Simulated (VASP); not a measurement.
# Os (Pm-3m) in VASP: a series of runs

Runs on Os. Level: PBEsol. Tasks: single point, relaxation of cell and atoms.

Everything below comes from runs of VASP 6.6.1. Logs are shortened: lines on timing, memory, paths and dates and some standing lists are left out, and cuts for length are marked.

## 1. The cell of the first run

Symmetry: Pm-3m, No. 221, cubic system. Conventional cell: a = 2.530 Å, b = 2.530 Å, c = 2.530 Å, α = 90.00°, β = 90.00°, γ = 90.00°. Within 3.3 Å of Os (site symmetry m-3m) lie 6 Os at 2.53 Å.

## 2. Single point, PBEsol

INCAR reads:

```
SYSTEM = Os
PREC = Accurate ; ENCUT = 520
EDIFF = 1E-7 ; ISMEAR = 1
SIGMA = 0.05 ; LREAL = .FALSE.
LASPH = .TRUE. ; NELM = 80
ALGO = Normal ; ISIF = 2
LWAVE = .FALSE. ; LCHARG = .FALSE.
GGA = PS ; NBANDS = 10
```

KPOINTS reads:

```
regular mesh
0
G
  10 10 10
  0 0 0
```

POSCAR reads:

```
Os
1.0
    2.5302386034      0.0000000000      0.0000000000
    0.0000000000      2.5302386034      0.0000000000
    0.0000000000      0.0000000000      2.5302386034
Os
1
Direct
    0.0000000000      0.0000000000      0.0000000000
```

Potentials or basis: VASP PAW PBE potentials, release 64 (Os).

The run is started by

```
cat potpaw_PBE.64/Os/POTCAR > POTCAR
mpirun -np 1 vasp_std > vasp.out
```

OUTCAR:

```text
SYSTEM = Os
   PREC = Accurate
   ENCUT = 520
   EDIFF = 1E-7
   ISMEAR = 1
   LREAL = .FALSE.
   LASPH = .TRUE.
   NELM = 80
   ISIF = 2
   GGA = PS

 ion  position               nearest neighbor table
   1  0.000  0.000  0.000-

  LATTYP: Found a simple cubic cell.
 ALAT       =     2.5302386034

  Lattice vectors:

 A1 = (   2.5302386034,   0.0000000000,   0.0000000000)
 A2 = (   0.0000000000,   2.5302386034,   0.0000000000)
 A3 = (   0.0000000000,   0.0000000000,   2.5302386034)

Analysis of symmetry for initial positions (statically):
=====================================================================
 Subroutine PRICEL returns:
 Original cell was already a primitive cell.

 Routine SETGRP: Setting up the symmetry group for a
 simple cubic supercell.

 Subroutine GETGRP returns: Found 48 space group operations
 (whereof 48 operations were pure point group operations)
 out of a pool of 48 trial point group operations.

The static configuration has the point symmetry O_h .

Analysis of symmetry for dynamics (positions and initial velocities):
=====================================================================
 Subroutine PRICEL returns:
 Original cell was already a primitive cell.

 Routine SETGRP: Setting up the symmetry group for a
 simple cubic supercell.

 Subroutine GETGRP returns: Found 48 space group operations
 (whereof 48 operations were pure point group operations)
 out of a pool of 48 trial point group operations.

The dynamic configuration has the point symmetry O_h .

 Subroutine INISYM returns: Found 48 space group operations
 (whereof 48 operations are pure point group operations),
 and found     1 'primitive' translations

----------------------------------------------------------------------------------------

                                     Primitive cell

  volume of cell :      16.1989

  direct lattice vectors                    reciprocal lattice vectors
     2.530238603  0.000000000  0.000000000     0.395219644  0.000000000  0.000000000
     0.000000000  2.530238603  0.000000000     0.000000000  0.395219644  0.000000000
     0.000000000  0.000000000  2.530238603     0.000000000  0.000000000  0.395219644

  length of vectors
     2.530238603  2.530238603  2.530238603     0.395219644  0.395219644  0.395219644

  position of ions in fractional coordinates (direct lattice)
     0.000000000  0.000000000  0.000000000

  ion indices of the primitive-cell ions
   primitive index   ion index
[... 73 lines left out ...]
   EDIFF  = 0.1E-06   stopping-criterion for ELM
   LREAL  =      F    real-space projection
   EDIFFG = 0.1E-05   stopping-criterion for IOM
   NSW    =      0    number of steps for IOM
   IBRION =     -1    ionic relax: 0-MD 1-quasi-New 2-CG
   NFREE  =      0    steps in history (QN), initial steepest desc. (CG)
   ISIF   =      2    stress and relaxation
   ISYM   =      2    0-nonsym 1-usesym 2-fastsym
   POTIM  = 0.5000    time-step for ionic-motion
   TEBEG  =    0.0;   TEEND  =   0.0 temperature during run
   PSTRESS=    0.0 pullay stress
   NELECT =       8.0000    total number of electrons
   NUPDOWN=      -1.0000    fix difference up-down
   EMIN   =  10.00;   EMAX   =-10.00  energy-range for DOS
   EFERMI =   0.00;   METHOD = LEGACY
   ISMEAR =     1;   SIGMA  =   0.05  broadening in eV -4-tet -1-fermi 0-gaus
   EFERMI_NEDOS =   21; number of points for ismear=-14 and -15
   IALGO  =     38    algorithm
   IMIX   =      4    mixing-type and parameters
     AMIX     =   0.40;   BMIX     =  1.00
     AMIX_MAG =   1.60;   BMIX_MAG =  1.00
  volume/ion in A,a.u.               =      16.20       109.32
  Fermi-wavevector in a.u.,A,eV,Ry     =   1.294027  2.445357 22.783037  1.674506
  Thomas-Fermi vector in A             =   2.425636
   LORBIT       =      0    0 simple, 1 ext, 2 COOP (PROOUT), +10 PAW based schemes
   GGA     = PS    functional components
   LHFCALC =     F    Hartree Fock is set to
   AEXX    =    0.0000 exact exchange contribution
   IVDW    =     0    specifies the selected vdW correction
   LEPSILON=     F    determine dielectric tensor
   LRPA    =     F    only Hartree local field effects (RPA)
 non-spin polarized calculation
 Methfessel and Paxton  Order N= 1 SIGMA  =   0.05
  energy-cutoff  :      520.00
  volume of cell :       16.20
 maximum number of plane-waves:       461
 NGX is ok and might be reduce to    20
   NGX =  9   NGY =  9   NGZ =  9

 number of electron       7.9999998 magnetization

 Free energy of the ion-electron system (eV)
  ---------------------------------------------------
  ext. energy  EPLUGINS =         0.00000000
  ---------------------------------------------------
  free energy    TOTEN  =       -10.60349161 eV

  energy without entropy =      -10.60373315  energy(sigma->0) =      -10.60357213

 E-fermi :   7.4608     XC(G=0): -13.1681

 val. band max:        7.4247184646   @ k =   0.4000   0.1000   0.0000
 cond. band min:       7.4895269895   @ k =   0.3000   0.2000   0.1000
 fundamental gap:      0.0648085250
 Fermi energy:         7.4608425448

 k-point     1 :       0.0000    0.0000    0.0000
  band No.  band energies     occupation
      1      -2.3310      2.00000
      2       1.2139      2.00000
      3       1.2139      2.00000
      4       9.8062      0.00000
      5       9.8062      0.00000
      6       9.8062      0.00000
      7      23.1100      0.00000
      8      23.1100      0.00000
      9      23.1100      0.00000
     10      29.2921      0.00000
[... 287 lines left out ...]
 k-point    24 :       0.3000    0.1000    0.1000
  band No.  band energies     occupation
      1       0.4760      2.00000
      2       2.3282      2.00000
      3       4.1415      2.00000
      4       6.8764      2.00000
      5       7.3610      2.01618
      6       9.2317      0.00000
      7      17.2194      0.00000
      8      24.8590      0.00000
      9      25.1533      0.00000
     10      28.2072      0.00000

 [... further k-points ...]
[... 5 lines left out ...]
  --------------------------------------------------------------------------------------
  -------------------------------------------------------------------------------------
  Total        0.0045273      0.0045273      0.0045273     -0.0000000     -0.0000000      0.0000000
  in kB        0.4477812      0.4477812      0.4477812     -0.0000000     -0.0000000      0.0000000
  external PRESSURE =       0.4477812 kB  Pullay stress =       0.0000000 kB

 VOLUME and BASIS-vectors are now :
 -----------------------------------------------------------------------------
  energy-cutoff  :      520.00
  volume of cell :       16.20
      direct lattice vectors                 reciprocal lattice vectors
     2.530238603  0.000000000  0.000000000     0.395219644  0.000000000  0.000000000
     0.000000000  2.530238603  0.000000000     0.000000000  0.395219644  0.000000000
     0.000000000  0.000000000  2.530238603     0.000000000  0.000000000  0.395219644

 POSITION                                       TOTAL-FORCE (eV/Angst)
 -----------------------------------------------------------------------------------
      0.00000      0.00000      0.00000         0.000000      0.000000      0.000000
 -----------------------------------------------------------------------------------
    total drift:                                0.000000      0.000000      0.000000

  FREE ENERGIE OF THE ION-ELECTRON SYSTEM (eV)
  ---------------------------------------------------
  free  energy   TOTEN  =       -10.6034916135 eV

  energy  without entropy=      -10.6037331537  energy(sigma->0) =      -10.60357213
```

OSZICAR:

```text
N       E                     dE             d eps       ncg     rms          rms(c)
DAV:   1     0.329017610917E+02    0.32902E+02   -0.40720E+03  1184   0.726E+02
DAV:   2    -0.994774700937E+01   -0.42850E+02   -0.40092E+02  1140   0.188E+02
DAV:   3    -0.111067522149E+02   -0.11590E+01   -0.11535E+01  1346   0.283E+01
DAV:   4    -0.111098422764E+02   -0.30901E-02   -0.30894E-02  1258   0.167E+00
DAV:   5    -0.111098517311E+02   -0.94546E-05   -0.94543E-05  1264   0.853E-02    0.135E+01
DAV:   6    -0.107058059986E+02    0.40405E+00   -0.56851E-01  1478   0.543E+00    0.626E+00
DAV:   7    -0.106077315568E+02    0.98074E-01   -0.29334E-01  1486   0.372E+00    0.844E-01
DAV:   8    -0.106035216996E+02    0.42099E-02   -0.41473E-03  1200   0.638E-01    0.373E-02
DAV:   9    -0.106035012959E+02    0.20404E-04   -0.10145E-04  1290   0.701E-02    0.251E-02
DAV:  10    -0.106034916703E+02    0.96257E-05   -0.65859E-06  1234   0.383E-02    0.186E-03
DAV:  11    -0.106034916135E+02    0.56786E-07   -0.19355E-07   850   0.296E-03
   1 F= -.10603492E+02 E0= -.10603572E+02  d E =0.241540E-03
```

Run time: 3.1 s. Hardware: 1 thread of Intel Xeon 6975P-C (Granite Rapids), shared host; peak memory 0.13 GiB.

Results:

| Item | Value |
| --- | --- |
| Free energy | -10.6035 eV |
| Pressure | 0.0 GPa |
| Band gap on the k mesh | zero (band 4 reaches 12.56 eV, above the bottom of band 5 at 6.39 eV) |

Levels at points of the mesh, in eV from the Fermi level:
```
           k point  band 1  band 2  band 3  band 4  band 5  band 6  band 7  band 8
(0.00, 0.00, 0.00)   -9.79   -6.25   -6.25    2.35    2.35    2.35   15.65   15.65
(0.50, 0.00, 0.00)   -6.50   -5.37   -1.31   -1.07   -1.07    2.70    7.35   15.69
(0.50, 0.50, 0.00)   -7.02   -4.74   -0.41   -0.41    4.50    4.50    4.85   13.11
(0.50, 0.50, 0.50)   -5.52   -5.52   -5.52    5.10    5.10    8.30   11.42   11.42
```

Caveat: the PAW data sets were made with another functional, which shifts forces and pressure a little; spin-orbit coupling is left out, which moves the levels of the heavy elements.

## 3. Relaxation of cell and atoms, PBEsol

This run uses another cell than the first one, of 15.44 Å³/atom, 0.953 times its volume.

INCAR reads:

```
SYSTEM = Os
  PREC = Accurate
  ENCUT = 600
  EDIFF = 1E-7
  ISMEAR = 1
  SIGMA = 0.05
  LREAL = .False.
  LASPH = .True.
  NELM = 60
  ALGO = Normal
  ISIF = 3
  LWAVE = .False.
  LCHARG = .False.
  GGA = PS
  IBRION = 2
  NSW = 80
  EDIFFG = -0.03
```

KPOINTS reads:

```
regular mesh
0
Gamma
  10 10 10
  0 0 0
```

POSCAR reads:

```
Os
1.0
    2.4900000000      0.0000000000      0.0000000000
    0.0000000000      2.4900000000      0.0000000000
    0.0000000000      0.0000000000      2.4900000000
Os
1
Direct
    0.0000000000      0.0000000000      0.0000000000
```

Potentials or basis: VASP PAW PBE potentials, release 64 (Os).

The run is started by

```
cat potpaw_PBE.64/Os/POTCAR > POTCAR
mpirun -np 1 vasp_std > vasp.out
```

OUTCAR:

```text
SYSTEM = Os
   PREC = Accurate
   ENCUT = 600
   EDIFF = 1E-7
   ISMEAR = 1
   LREAL = .False.
   LASPH = .True.
   NELM = 60
   ISIF = 3
   GGA = PS
   IBRION = 2
   NSW = 80
   EDIFFG = -0.03

 ion  position               nearest neighbor table
   1  0.000  0.000  0.000-

  LATTYP: Found a simple cubic cell.
 ALAT       =     2.4900000000

  Lattice vectors:

 A1 = (   2.4900000000,   0.0000000000,   0.0000000000)
 A2 = (   0.0000000000,   2.4900000000,   0.0000000000)
 A3 = (   0.0000000000,   0.0000000000,   2.4900000000)

Analysis of symmetry for initial positions (statically):
=====================================================================
 Subroutine PRICEL returns:
 Original cell was already a primitive cell.
[... 281 lines left out ...]
  free energy    TOTEN  =       -10.60334624 eV

  energy without entropy =      -10.60358276  energy(sigma->0) =      -10.60342508

 E-fermi :   7.4522     XC(G=0): -13.1644

 val. band max:        7.4162357729   @ k =   0.4000   0.1000   0.0000
 cond. band min:       7.4807936410   @ k =   0.3000   0.2000   0.1000
 fundamental gap:      0.0645578681
 Fermi energy:         7.4522238499

 k-point     1 :       0.0000    0.0000    0.0000
  band No.  band energies     occupation
      1      -2.3343      2.00000
      2       1.2109      2.00000
      3       1.2109      2.00000
      4       9.7953      0.00000
      5       9.7953      0.00000
      6       9.7953      0.00000
      7      23.0961      0.00000
      8      23.0961      0.00000
[... 243 lines left out ...]
 k-point    24 :       0.3000    0.1000    0.1000
  band No.  band energies     occupation
      1       0.4713      2.00000
      2       2.3240      2.00000
      3       4.1355      2.00000
      4       6.8687      2.00000
      5       7.3525      2.01632
      6       9.2214      0.00000
      7      17.2059      0.00000
      8      24.8431      0.00000

 [... further k-points ...]
[... 5 lines left out ...]
  --------------------------------------------------------------------------------------
  -------------------------------------------------------------------------------------
  Total       -0.0083083     -0.0083083     -0.0083083     -0.0000000      0.0000000     -0.0000000
  in kB       -0.8211980     -0.8211980     -0.8211980     -0.0000000      0.0000000     -0.0000000
  external PRESSURE =      -0.8211980 kB  Pullay stress =       0.0000000 kB
[... 16 lines left out ...]
  FREE ENERGIE OF THE ION-ELECTRON SYSTEM (eV)
  ---------------------------------------------------
  free  energy   TOTEN  =       -10.6033462420 eV

  energy  without entropy=      -10.6035827623  energy(sigma->0) =      -10.60342508

 reached required accuracy - stopping structural energy minimisation
```

OSZICAR:

```text
N       E                     dE             d eps       ncg     rms          rms(c)
DAV:   1     0.361133777679E+02    0.36113E+02   -0.46472E+03   920   0.104E+03
[... 33 lines left out ...]
       N       E                     dE             d eps       ncg     rms          rms(c)
DAV:   1    -0.106037349618E+02   -0.61026E-03   -0.10654E-02   920   0.896E-01    0.230E-01
DAV:   2    -0.106033909129E+02    0.34405E-03   -0.72011E-04  1000   0.267E-01    0.755E-02
DAV:   3    -0.106033430396E+02    0.47873E-04   -0.22854E-04  1176   0.138E-01    0.769E-03
DAV:   4    -0.106033454946E+02   -0.24551E-05   -0.27158E-06   968   0.117E-02    0.285E-03
DAV:   5    -0.106033462031E+02   -0.70853E-06   -0.60397E-07  1080   0.569E-03    0.987E-04
DAV:   6    -0.106033462420E+02   -0.38899E-07   -0.42366E-08   448   0.242E-03
   4 F= -.10603346E+02 E0= -.10603425E+02  d E =-.377358E-01
```

CONTCAR:

```text
Os
   1.00000000000000
     2.5308022985126946    0.0000000000000000    0.0000000000000000
    -0.0000000000000000    2.5308022985126946    0.0000000000000000
     0.0000000000000000    0.0000000000000000    2.5308022985126946
  Os
     1
Direct
     0.0000000000000000    0.0000000000000000    0.0000000000000000

  0.00000000E+00  0.00000000E+00  0.00000000E+00
```

Run time: 8.3 s. Hardware: 1 thread of Intel Xeon 6975P-C (Granite Rapids), shared host; peak memory 0.13 GiB.

Results:

| Property | Result |
| --- | --- |
| Free energy | -10.6033 eV |
| Relaxed volume | 16.21 Å³/atom |
| Relaxed cell | a = 2.531 Å, b = 2.531 Å, c = 2.531 Å, α = 90.00°, β = 90.00°, γ = 90.00° |
| Space group after relaxing (to 0.05 Å) | Pm-3m (No. 221) |
| Energy gained by relaxing | 37.7 meV/atom |
| Ionic steps | 4 |
| Pressure after relaxing | -0.1 GPa |
| Band gap on the k mesh | zero (band 4 reaches 12.55 eV, above the bottom of band 5 at 6.38 eV) |

Step by step:
```tsv
step	energy change (eV)	largest force (eV/Å)	pressure (GPa)	volume (Å³)
1	0.0000	0.0000	16.53	15.44
2	0.3568	0.0000	-34.67	19.28
3	-0.0375	0.0000	-1.14	16.27
4	-0.0377	0.0000	-0.08	16.21
```

Final structure:
```
Os
1.0
     2.53080    0.00000    0.00000
     0.00000    2.53080    0.00000
     0.00000    0.00000    2.53080
Os
1
Direct
  0.00000 0.00000 0.00000
```

Caveat: the PAW data sets were made with another functional, which shifts forces and pressure a little; spin-orbit coupling is left out, which moves the levels of the heavy elements.
